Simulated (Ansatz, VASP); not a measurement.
Two plane-wave programs on Co

```xyz
2
Lattice="2.8046 0.0000 0.0000 0.0000 2.8046 0.0000 0.0000 0.0000 2.8046" Properties=species:S:1:pos:R:3 pbc="T T T"
Co    0.0000    0.0000    0.0000
Co    1.4023    1.4023    1.4023
```

Alike in both runs: task single point; functional PBE; k mesh 12 × 12 × 12; occupations fermi-dirac, width 0.05 eV; collinear spin.

|  | VASP | Ansatz |
| --- | --- | --- |
| version | VASP 6.6.1 | Ansatz 0.2.0 |
| potentials or method | VASP PAW PBE potentials, release 64 (Co) | PAW with Ansatz's default frozen-core files, scalar-relativistic |
| plane-wave cutoff (eV) | 520 | 420 |
| valence electrons in the cell | 18 | 34 |

Ansatz gave:

| Quantity | Value |
| --- | --- |
| pressure (GPa) | -6.7 |
| net moment per atom (μB) | 0.00 |
| size of the moment on the site where the two differ most (μB) | 0.86 |

Problem. Which values does VASP return?

Solution. Pressure (GPa): -7.3; net moment per atom (μB): 0.00; size of the moment on the site where the two differ most (μB): 0.85.

Site moments also hang on the region over which each program counts them. With one functional, cell and mesh, what is left measures potentials, basis and numerics. VASP's potentials hold 18 valence electrons a cell and Ansatz's 34, so a difference there can come from the potentials and not from the codes.
